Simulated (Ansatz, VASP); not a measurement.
# Au in VASP and in Ansatz

```
CELL_PARAMETERS angstrom
0.00000 2.07854 2.07854
2.07854 0.00000 2.07854
2.07854 2.07854 0.00000
ATOMIC_POSITIONS crystal
Au 0.00000 0.00000 0.00000
```

Alike in both runs: functional PBE; k mesh 23 × 23 × 23; no spin polarisation.

Ansatz relaxed the structure, and its values are those at the end. VASP's run is a single point on that final structure, the one shown.

|  | VASP | Ansatz |
| --- | --- | --- |
| version | VASP 6.6.1 | Ansatz 0.2.0 |
| potentials or method | VASP PAW PBE potentials, release 64 (Au) | plane-wave PAW, scalar-relativistic |
| plane-wave cutoff (eV) | 520 | 420 |
| occupations | methfessel-paxton of order 1, width 0.1 eV | cold, width 0.1 eV |
| valence electrons in the cell | 11 | 19 |

VASP gave:

```
pressure (GPa) : -0.2
```

Task: Estimate Ansatz's values.

Result: Pressure (GPa): 0.0.

VASP's potentials hold 11 valence electrons a cell and Ansatz's 19, so a difference there can come from the potentials and not from the codes.

Spin-orbit coupling is off throughout.
